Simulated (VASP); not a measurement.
Write the native input for VASP 6.6.1 that does the following.

- Task: single point
- Functional: PBEsol
- Potentials or basis: VASP PAW PBE potentials, release 64 (K_sv, Br)
- Cutoff: 520 eV
- k mesh: 6 × 6 × 6
- Occupations: gaussian, width 0.05 eV
- Spin: no spin polarisation
- Dipole correction: no
- Further INCAR settings: ALGO = Normal; EDIFF = 1e-06; NBANDS = 15

The structure of KBr lies in POSCAR:

```
KBr
1.0
    0.0000000000      3.1608000000      3.1608000000
    3.1608000000      0.0000000000      3.1608000000
    3.1608000000      3.1608000000      0.0000000000
K Br
1 1
Direct
    0.0000000000      0.0000000000      0.0000000000
    0.5000000000      0.5000000000      0.5000000000
```

This cell differs from its parent crystal: strain -0.040 along x and y, -0.040 along z.

One way to write it, as run:

INCAR

```
SYSTEM = KBr
PREC = Accurate
ENCUT = 520
EDIFF = 1E-6
ISMEAR = 0
SIGMA = 0.05
LREAL = .FALSE.
LASPH = .TRUE.
NELM = 80
ALGO = Normal
ISIF = 2
LWAVE = .FALSE.
LCHARG = .FALSE.
GGA = PS
NBANDS = 15
```

KPOINTS

```
Automatic mesh
0
G
  6 6 6
  0 0 0
```

Potentials or basis: VASP PAW PBE potentials, release 64 (K_sv, Br).

Command:

```sh
$ cat potpaw_PBE.64/K_sv/POTCAR potpaw_PBE.64/Br/POTCAR > POTCAR
$ mpirun -np 1 vasp_std > vasp.out
```

Results of the run:

The pressure is 2.2 GPa and the band gap on the k mesh is 4.62 eV, direct.

Caveat: the cell differs from its parent crystal (strain -0.040 along x and y, -0.040 along z); the PAW data sets were made with another functional, which shifts forces and pressure a little.

Run time: 9.4 s on 1 thread of Intel(R) Xeon(R) 6975P-C (Granite Rapids) (shared host), peak memory 0.2 GiB.
